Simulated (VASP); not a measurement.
Wanted: the native input for a VASP 6.6.1 run.

```yaml
Task: single point
Functional: RPBE
Potentials_or_basis: VASP PAW PBE potentials, release 64 (La)
Cutoff: 520 eV
k_mesh: 8 × 8 × 5
Occupations: methfessel-paxton, width 0.2 eV
Spin: no spin polarisation
Dipole_correction: no
Further_INCAR_settings: ALGO = Fast; EDIFF = 1e-07; NBANDS = 18
```

The structure of La lies in POSCAR:

```
La
1.0
    3.4811916300      0.0000000000      0.0000000000
   -1.7405958150      3.0148003870      0.0000000000
    0.0000000000      0.0000000000      5.6348888400
La
2
Direct
    0.6666666667      0.3333333333      0.7500000000
    0.3333333333      0.6666666667      0.2500000000
```

This cell differs from its parent crystal: volume scaled by 0.8.

These files were run (other wordings do the same):

INCAR

```
SYSTEM = La
  PREC = Accurate
  ENCUT = 520
  EDIFF = 1E-7
  ISMEAR = 1
  SIGMA = 0.2
  LREAL = .FALSE.
  LASPH = .TRUE.
  NELM = 60
  ALGO = Fast
  ISIF = 2
  LWAVE = .FALSE.
  LCHARG = .FALSE.
  GGA = RP
  NBANDS = 18
```

KPOINTS

```
Automatic mesh
0
G
  8 8 5
  0 0 0
```

Potentials or basis: VASP PAW PBE potentials, release 64 (La).

Command:

```console
$ cat potpaw_PBE.64/La/POTCAR > POTCAR
$ mpirun -np 1 vasp_std > vasp.out
```

Results of the run:

- Pressure: 9.6 GPa
- Band gap on the k mesh: zero (band 11 reaches 11.47 eV, above the bottom of band 12 at 9.89 eV)

Caveat: the PAW data sets were made with another functional, which shifts forces and pressure a little; spin-orbit coupling is left out, which moves the levels of the heavy elements.

Wall time 55 s on 1 thread of Intel(R) Xeon(R) 6975P-C (Granite Rapids), with other jobs on the host, peak memory 0.2 GiB.
